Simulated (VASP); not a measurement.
# TiNi in VASP: notebook

Runs on TiNi. Level: r2SCAN. Tasks: single point.

All numbers are computed with VASP 6.6.1; they aren't measurements. Logs are shortened: lines on timing, memory, paths and dates and some standing lists are left out, and cuts for length are marked.

## Step 1: The cell of the first run

It takes space group Pm-3m (No. 221, cubic). The conventional cell has a = 3.034 Å, b = 3.034 Å, c = 3.034 Å, α = 90.00°, β = 90.00°, γ = 90.00°. Within 3.5 Å of Ti (site symmetry m-3m) lie 8 Ni at 2.63 Å and 6 Ti at 3.03 Å. Ni (site symmetry m-3m) has 8 Ti at 2.63 Å and 6 Ni at 3.03 Å within 3.5 Å.

## Step 2: Single point, r2SCAN (equal strain along all axes, cell held: +1.5 %)

File POSCAR:

```
TiNi
1.0
    3.0336211040      0.0000000000      0.0000000000
    0.0000000000      3.0336211040      0.0000000000
    0.0000000000      0.0000000000      3.0336211040
Ti Ni
1 1
Direct
    0.5000000000      0.5000000000      0.5000000000
    0.0000000000      0.0000000000      0.0000000000
```

File INCAR.step1:

```
SYSTEM = TiNi
ALGO = Normal
EDIFF = 1E-4
ENCUT = 520
GGA = PE
ISMEAR = 0
LASPH = .True.
LCHARG = .False.
LREAL = .False.
LWAVE = .True.
NBANDS = 18
NELM = 60
PREC = Accurate
SIGMA = 0.1
```

File INCAR.step2:

```
SYSTEM = TiNi
ALGO = Normal
EDIFF = 1E-6
ENCUT = 520
ISIF = 2
ISMEAR = 0
ISTART = 1
LASPH = .True.
LCHARG = .False.
LMIXTAU = .True.
LREAL = .False.
LWAVE = .False.
METAGGA = R2SCAN
NBANDS = 18
NELM = 60
PREC = Accurate
SIGMA = 0.1
```

File KPOINTS:

```
k-points
0
Gamma
  18 18 18
  0 0 0
```

Potentials or basis: VASP PAW PBE potentials, release 64 (Ti_sv, Ni).

Run with:

```bash
$ cat potpaw_PBE.64/Ti_sv/POTCAR potpaw_PBE.64/Ni/POTCAR > POTCAR
$ cp INCAR.step1 INCAR
$ mpirun -np 1 vasp_std > vasp.out
$ cp INCAR.step2 INCAR
$ mpirun -np 1 vasp_std > vasp.out
```

OUTCAR:

```text
SYSTEM = TiNi
   EDIFF = 1E-6
   ENCUT = 520
   ISIF = 2
   ISMEAR = 0
   ISTART = 1
   LASPH = .True.
   LREAL = .False.
   METAGGA = R2SCAN
   NELM = 60
   PREC = Accurate

 ion  position               nearest neighbor table
   1  0.500  0.500  0.500-   2 2.63   2 2.63   2 2.63   2 2.63   2 2.63   2 2.63   2 2.63   2 2.63

   2  0.000  0.000  0.000-   1 2.63   1 2.63   1 2.63   1 2.63   1 2.63   1 2.63   1 2.63   1 2.63

  LATTYP: Found a simple cubic cell.
 ALAT       =     3.0336211040

  Lattice vectors:

 A1 = (   3.0336211040,   0.0000000000,   0.0000000000)
 A2 = (   0.0000000000,   3.0336211040,   0.0000000000)
 A3 = (   0.0000000000,   0.0000000000,   3.0336211040)

Analysis of symmetry for initial positions (statically):
=====================================================================
 Subroutine PRICEL returns:
 Original cell was already a primitive cell.

 Routine SETGRP: Setting up the symmetry group for a
 simple cubic supercell.

 Subroutine GETGRP returns: Found 48 space group operations
 (whereof 48 operations were pure point group operations)
 out of a pool of 48 trial point group operations.

The static configuration has the point symmetry O_h .

Analysis of symmetry for dynamics (positions and initial velocities):
=====================================================================
 Subroutine PRICEL returns:
 Original cell was already a primitive cell.

 Routine SETGRP: Setting up the symmetry group for a
 simple cubic supercell.

 Subroutine GETGRP returns: Found 48 space group operations
 (whereof 48 operations were pure point group operations)
 out of a pool of 48 trial point group operations.

The dynamic configuration has the point symmetry O_h .

 Subroutine INISYM returns: Found 48 space group operations
 (whereof 48 operations are pure point group operations),
 and found     1 'primitive' translations

----------------------------------------------------------------------------------------

                                     Primitive cell

  volume of cell :      27.9180

  direct lattice vectors                    reciprocal lattice vectors
     3.033621104  0.000000000  0.000000000     0.329639057  0.000000000  0.000000000
     0.000000000  3.033621104  0.000000000     0.000000000  0.329639057  0.000000000
     0.000000000  0.000000000  3.033621104     0.000000000  0.000000000  0.329639057

  length of vectors
     3.033621104  3.033621104  3.033621104     0.329639057  0.329639057  0.329639057

  position of ions in fractional coordinates (direct lattice)
     0.500000000  0.500000000  0.500000000
     0.000000000  0.000000000  0.000000000

  ion indices of the primitive-cell ions
   primitive index   ion index
                 1           1
                 2           2

----------------------------------------------------------------------------------------

 KPOINTS: k-points

Automatic generation of k-mesh.
 Grid dimensions read from file:
 generate k-points for:   18   18   18

 Generating k-lattice:

  Cartesian coordinates                     Fractional coordinates (reciprocal lattice)
     0.018313281  0.000000000  0.000000000     0.055555556  0.000000000  0.000000000
     0.000000000  0.018313281  0.000000000     0.000000000  0.055555556  0.000000000
     0.000000000  0.000000000  0.018313281     0.000000000  0.000000000  0.055555556

  Length of vectors
     0.018313281  0.018313281  0.018313281

  Shift w.r.t. Gamma in fractional coordinates (k-lattice)
     0.000000000  0.000000000  0.000000000

 Subroutine IBZKPT returns following result:
 ===========================================

 Found    220 irreducible k-points:

 Following reciprocal coordinates:
            Coordinates               Weight
  0.000000  0.000000  0.000000      1.000000
  0.055556  0.000000  0.000000      6.000000
  0.111111  0.000000  0.000000      6.000000
  0.166667  0.000000  0.000000      6.000000
  0.222222  0.000000  0.000000      6.000000
  0.277778  0.000000  0.000000      6.000000
[... 16 lines left out ...]
  0.277778  0.111111  0.000000     24.000000
  0.333333  0.111111  0.000000     24.000000
 [... further k-points ...]
   k-points           NKPTS =    220   k-points in BZ     NKDIM =    220   number of bands    NBANDS=     18
   number of dos      NEDOS =    301   number of ions     NIONS =      2
   total plane-waves  NPLWV =  13824
   dimension x,y,z NGX =    24 NGY =   24 NGZ =   24
   dimension x,y,z NGXF=    48 NGYF=   48 NGZF=   48
   ions per type =               1   1
   NGX,Y,Z   is equivalent  to a cutoff of  13.15, 13.15, 13.15 a.u.
   NGXF,Y,Z  is equivalent  to a cutoff of  26.30, 26.30, 26.30 a.u.
 SYSTEM =  TiNi
   PREC   = accura    normal or accurate (medium, high low for compatibility)
   ISTART =      1    job   : 0-new  1-cont  2-samecut
   ICHARG =      0    charge: 1-file 2-atom 10-const
   ISPIN  =      1    spin polarized calculation?
   LNONCOLLINEAR =      F non collinear calculations
   LSORBIT =      F    spin-orbit coupling
   LASPH  =      T    aspherical Exc in radial PAW
   ENCUT  =  520.0 eV  38.22 Ry    6.18 a.u.   5.64  5.64  5.64*2*pi/ulx,y,z
   NELM   =     60;   NELMIN=  2; NELMDL=  0     # of ELM steps
   EDIFF  = 0.1E-05   stopping-criterion for ELM
   LREAL  =      F    real-space projection
   EDIFFG = 0.1E-04   stopping-criterion for IOM
   NSW    =      0    number of steps for IOM
   IBRION =     -1    ionic relax: 0-MD 1-quasi-New 2-CG
   NFREE  =      0    steps in history (QN), initial steepest desc. (CG)
   ISIF   =      2    stress and relaxation
   ISYM   =      2    0-nonsym 1-usesym 2-fastsym
   POTIM  = 0.5000    time-step for ionic-motion
   TEBEG  =    0.0;   TEEND  =   0.0 temperature during run
   PSTRESS=    0.0 pullay stress
   NELECT =      22.0000    total number of electrons
   NUPDOWN=      -1.0000    fix difference up-down
   EMIN   =  10.00;   EMAX   =-10.00  energy-range for DOS
   EFERMI =   0.00;   METHOD = LEGACY
   ISMEAR =     0;   SIGMA  =   0.10  broadening in eV -4-tet -1-fermi 0-gaus
   EFERMI_NEDOS =   21; number of points for ismear=-14 and -15
   IALGO  =     38    algorithm
   IMIX   =      4    mixing-type and parameters
     AMIX     =   0.40;   BMIX     =  1.00
     AMIX_MAG =   1.60;   BMIX_MAG =  1.00
  volume/ion in A,a.u.               =      13.96        94.20
  Fermi-wavevector in a.u.,A,eV,Ry     =   1.512125  2.857502 31.110025  2.286522
  Thomas-Fermi vector in A             =   2.622091
   LORBIT       =      0    0 simple, 1 ext, 2 COOP (PROOUT), +10 PAW based schemes
   METAGGA = R2SCAN    functional components
   LHFCALC =     F    Hartree Fock is set to
   AEXX    =    0.0000 exact exchange contribution
   IVDW    =     0    specifies the selected vdW correction
   LEPSILON=     F    determine dielectric tensor
   LRPA    =     F    only Hartree local field effects (RPA)
 non-spin polarized calculation
 Gauss-broadening in eV      SIGMA  =   0.10
  energy-cutoff  :      520.00
  volume of cell :       27.92
 maximum number of plane-waves:       768
 NGX is ok and might be reduce to    24
   NGX = 11   NGY = 11   NGZ = 11

 number of electron      22.0000000 magnetization

 Free energy of the ion-electron system (eV)
  ---------------------------------------------------
  ext. energy  EPLUGINS =         0.00000000
  ---------------------------------------------------
  free energy    TOTEN  =       -25.55495377 eV

  energy without entropy =      -25.54080514  energy(sigma->0) =      -25.54787945

 E-fermi :   9.0401     XC(G=0): -13.2918

 val. band max:        9.0383249682   @ k =   0.3889   0.1667   0.0000
 cond. band min:       9.0489994619   @ k =   0.2778   0.0556   0.0556
 fundamental gap:      0.0106744937
 Fermi energy:         9.0401483847

 k-point     1 :       0.0000    0.0000    0.0000
  band No.  band energies     occupation
      1     -50.6788      2.00000
      2     -25.7360      2.00000
      3     -25.7360      2.00000
      4     -25.7360      2.00000
      5       0.9550      2.00000
      6       5.2060      2.00000
[... 10 lines left out ...]
     17      17.7683      0.00000
     18      17.7683      0.00000

 k-point     2 :       0.0556    0.0000    0.0000
  band No.  band energies     occupation
      1     -50.6780      2.00000
      2     -25.7440      2.00000
      3     -25.7354      2.00000
      4     -25.7354      2.00000
      5       1.0157      2.00000
      6       5.2288      2.00000
[... 10 lines left out ...]
     17      17.9090      0.00000
     18      17.9090      0.00000

 k-point     3 :       0.1111    0.0000    0.0000
  band No.  band energies     occupation
      1     -50.6757      2.00000
      2     -25.7669      2.00000
      3     -25.7336      2.00000
      4     -25.7336      2.00000
      5       1.1960      2.00000
      6       5.2933      2.00000
[... 10 lines left out ...]
     17      18.3081      0.00000
     18      18.3081      0.00000

 k-point     4 :       0.1667    0.0000    0.0000
  band No.  band energies     occupation
      1     -50.6722      2.00000
      2     -25.8019      2.00000
      3     -25.7309      2.00000
      4     -25.7309      2.00000
      5       1.4908      2.00000
      6       5.3876      2.00000
[... 10 lines left out ...]
     17      18.9140      0.00000
     18      18.9140      0.00000

 k-point     5 :       0.2222    0.0000    0.0000
  band No.  band energies     occupation
      1     -50.6679      2.00000
      2     -25.8446      2.00000
      3     -25.7275      2.00000
      4     -25.7275      2.00000
      5       1.8915      2.00000
      6       5.4917      2.00000
[... 10 lines left out ...]
     17      19.6744      0.00000
     18      19.6744      0.00000

 k-point     6 :       0.2778    0.0000    0.0000
  band No.  band energies     occupation
      1     -50.6633      2.00000
      2     -25.8897      2.00000
      3     -25.7239      2.00000
      4     -25.7239      2.00000
      5       2.3849      2.00000
      6       5.5776      2.00000
[... 10 lines left out ...]
     17      20.5491      0.00000
     18      20.5491      0.00000

 k-point     7 :       0.3333    0.0000    0.0000
  band No.  band energies     occupation
      1     -50.6590      2.00000
      2     -25.9319      2.00000
      3     -25.7206      2.00000
      4     -25.7206      2.00000
      5       2.9519      2.00000
      6       5.6071      2.00000
[... 10 lines left out ...]
     17      21.5089      0.00000
     18      21.5089      0.00000

 k-point     8 :       0.3889    0.0000    0.0000
  band No.  band energies     occupation
      1     -50.6554      2.00000
      2     -25.9661      2.00000
      3     -25.7178      2.00000
      4     -25.7178      2.00000
      5       3.5621      2.00000
      6       5.5313      2.00000
[... 10 lines left out ...]
     17      22.5309      0.00000
     18      22.5309      0.00000
[... 229 lines left out ...]
     17      22.4234      0.00000
     18      24.3254      0.00000

 k-point    20 :       0.1111    0.1111    0.0000
  band No.  band energies     occupation
      1     -50.6727      2.00000
      2     -25.7664      2.00000
      3     -25.7621      2.00000
      4     -25.7312      2.00000
      5       1.4313      2.00000
      6       5.3806      2.00000
[... 10 lines left out ...]
     17      17.3812      0.00000
     18      18.7838      0.00000

 k-point    21 :       0.1667    0.1111    0.0000
  band No.  band energies     occupation
      1     -50.6692      2.00000
      2     -25.7991      2.00000
      3     -25.7610      2.00000
      4     -25.7284      2.00000
      5       1.7187      2.00000
      6       5.4704      2.00000
[... 10 lines left out ...]
     17      17.7271      0.00000
     18      19.3310      0.00000

 k-point    22 :       0.2222    0.1111    0.0000
  band No.  band energies     occupation
      1     -50.6649      2.00000
      2     -25.8413      2.00000
      3     -25.7573      2.00000
      4     -25.7249      2.00000
      5       2.1081      2.00000
      6       5.5707      2.00000
[... 10 lines left out ...]
     17      18.3483      0.00000
     18      20.0314      0.00000

 k-point    23 :       0.2778    0.1111    0.0000
  band No.  band energies     occupation
      1     -50.6603      2.00000
      2     -25.8860      2.00000
      3     -25.7534      2.00000
      4     -25.7213      2.00000
      5       2.5856      2.00000
      6       5.6521      2.00000
[... 10 lines left out ...]
     17      19.0493      0.00000
     18      20.8497      0.00000

 k-point    24 :       0.3333    0.1111    0.0000
  band No.  band energies     occupation
      1     -50.6560      2.00000
      2     -25.9278      2.00000
      3     -25.7497      2.00000
      4     -25.7178      2.00000
      5       3.1307      2.00000
      6       5.6750      2.00000
[... 10 lines left out ...]
     17      19.7797      0.00000
     18      21.7575      0.00000

 [... further k-points ...]
[... 5 lines left out ...]
  --------------------------------------------------------------------------------------
  -------------------------------------------------------------------------------------
  Total       -1.1798807     -1.1798807     -1.1798807     -0.0000000      0.0000000     -0.0000000
  in kB      -67.7118470    -67.7118470    -67.7118470     -0.0000000      0.0000000     -0.0000000
  external PRESSURE =     -67.7118470 kB  Pullay stress =       0.0000000 kB

 VOLUME and BASIS-vectors are now :
 -----------------------------------------------------------------------------
  energy-cutoff  :      520.00
  volume of cell :       27.92
      direct lattice vectors                 reciprocal lattice vectors
     3.033621104  0.000000000  0.000000000     0.329639057  0.000000000  0.000000000
     0.000000000  3.033621104  0.000000000     0.000000000  0.329639057  0.000000000
     0.000000000  0.000000000  3.033621104     0.000000000  0.000000000  0.329639057

 POSITION                                       TOTAL-FORCE (eV/Angst)
 -----------------------------------------------------------------------------------
      1.51681      1.51681      1.51681         0.000000      0.000000      0.000000
      0.00000      0.00000      0.00000         0.000000      0.000000      0.000000
 -----------------------------------------------------------------------------------
    total drift:                                0.000000      0.000000     -0.000000

  FREE ENERGIE OF THE ION-ELECTRON SYSTEM (eV)
  ---------------------------------------------------
  free  energy   TOTEN  =       -25.5549537657 eV

  energy  without entropy=      -25.5408051421  energy(sigma->0) =      -25.54787945
```

It took 4.4 min on 1 thread of Intel Xeon Platinum 8259CL at 2.50GHz (Skylake/Cascade Lake), shared host; peak memory 0.23 GiB.

What came out:

| Item | Value |
| --- | --- |
| Free energy | -25.5550 eV |
| Pressure | -6.8 GPa |
| Band gap on the k mesh | zero (band 11 reaches 9.53 eV, above the bottom of band 12 at 7.78 eV) |

Levels at points of the mesh, in eV from the Fermi level:
| k point | band 7 | band 8 | band 9 | band 10 | band 11 | band 12 | band 13 | band 14 | band 15 | band 16 |
| --- | --- | --- | --- | --- | --- | --- | --- | --- | --- | --- |
| (0.00, 0.00, 0.00) | -3.83 | -1.99 | -1.99 | -1.99 | 0.49 | 0.49 | 2.53 | 2.53 | 2.53 | 8.73 |
| (0.50, 0.00, 0.00) | -2.72 | -2.11 | -2.11 | -1.70 | -0.67 | -0.62 | 0.65 | 0.65 | 2.20 | 3.78 |
| (0.50, 0.50, 0.00) | -2.73 | -2.73 | -1.29 | -0.75 | 0.27 | 0.27 | 0.94 | 2.22 | 2.22 | 3.06 |
| (0.50, 0.50, 0.50) | -2.86 | -2.18 | -2.18 | -2.18 | -1.26 | -1.26 | 3.13 | 3.13 | 6.28 | 7.90 |

Caveat: the cell differs from its parent crystal (equal strain along all axes, cell held: +1.5 %); the PAW data sets were made with another functional, which shifts forces and pressure a little. Spin polarisation is off, so any magnetic state and its effect on volume and gap are missing.

(Continued in part 2 of 3.)
